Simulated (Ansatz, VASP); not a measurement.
**Two plane-wave programs on Ti3Si**

POSCAR

```
Ti3Si
1.0
    0.0000000000     -3.2000170200      3.2000170200
    3.2000170200     -3.2000170200      0.0000000000
    3.2000170200      0.0000000000      3.2000170200
Ti Si
3 1
Direct
    0.0000000000      0.0000000000      0.0000000000
    0.2500000000      0.2500000000      0.2500000000
    0.5000000000      0.5000000000      0.5000000000
    0.7500000000      0.7500000000      0.7500000000
```

INCAR.step1

```
SYSTEM = Ti3Si
PREC = Accurate ; ENCUT = 600
ISMEAR = 0 ; SIGMA = 0.1
LREAL = .False. ; LASPH = .True.
NELM = 80 ; GGA = PE
ALGO = Normal ; EDIFF = 1E-4
LWAVE = .True. ; LCHARG = .False.
```

INCAR.step2

```
SYSTEM = Ti3Si
PREC = Accurate ; ENCUT = 600
EDIFF = 1E-6 ; ISMEAR = 0
SIGMA = 0.1 ; LREAL = .False.
LASPH = .True. ; NELM = 80
ALGO = Normal ; ISIF = 3
LWAVE = .False. ; LCHARG = .False.
METAGGA = R2SCAN ; LMIXTAU = .True.
IBRION = 2 ; NSW = 80
EDIFFG = -0.015 ; ISTART = 1
```

KPOINTS

```
Automatic mesh
0
Gamma
  12 12 12
  0 0 0
```

Input for Ansatz:

```yaml
crystal:
  lattice:
    - [0.0, -3.20001702, 3.20001702]
    - [3.20001702, -3.20001702, 0.0]
    - [3.20001702, 0.0, 3.20001702]
  atoms:
    - { symbol: Ti, position: [0.0, 0.0, 0.0] }
    - { symbol: Ti, position: [0.25, 0.25, 0.25] }
    - { symbol: Ti, position: [0.5, 0.5, 0.5] }
    - { symbol: Si, position: [0.75, 0.75, 0.75] }
basis:
  ecutwfc: 500
kpoints:
  mp_grid: { grid: [12, 12, 12] }
hamiltonian:
  xc: r2scan
scf:
  occupations: { method: gaussian, width: 0.1 }
output:
  forces: true
  stress: true
  eigenvalues: true
relax:
  adjacent_minimum: "off"
  f_tol: 0.015
  max_steps: 60
  cell: { stress_tol: 0.15 }
```

Alike in both runs: task relaxation of cell and atoms; functional r2SCAN; k mesh 12 × 12 × 12; occupations gaussian, width 0.1 eV; no spin polarisation.

```csv
,VASP,Ansatz
version,VASP 6.6.1,Ansatz 0.2.0
potentials or method,"VASP PAW PBE potentials, release 64 (Ti_sv, Si), cutoff 600 eV","scalar-relativistic, plane waves, PAW"
valence electrons in the cell,40,40
```

Ansatz gave:

| Property | Result |
| --- | --- |
| gap on the k mesh at the Fermi level, each at its own relaxed structure (eV) | none |
| relaxed volume (Å³/atom) | 15.32 |
| relaxed length of the cell vector where the two differ most in proportion (Å) | 4.425 |

Task: Estimate VASP's values.

Result: gap on the k mesh at the Fermi level, each at its own relaxed structure (eV): none; relaxed volume (Å³/atom): 15.37; relaxed length of the cell vector where the two differ most in proportion (Å): 4.431.

VASP's potentials were made for PBE, not for r2SCAN. A gap of «none» marks a metal or a gap that the smearing closes.
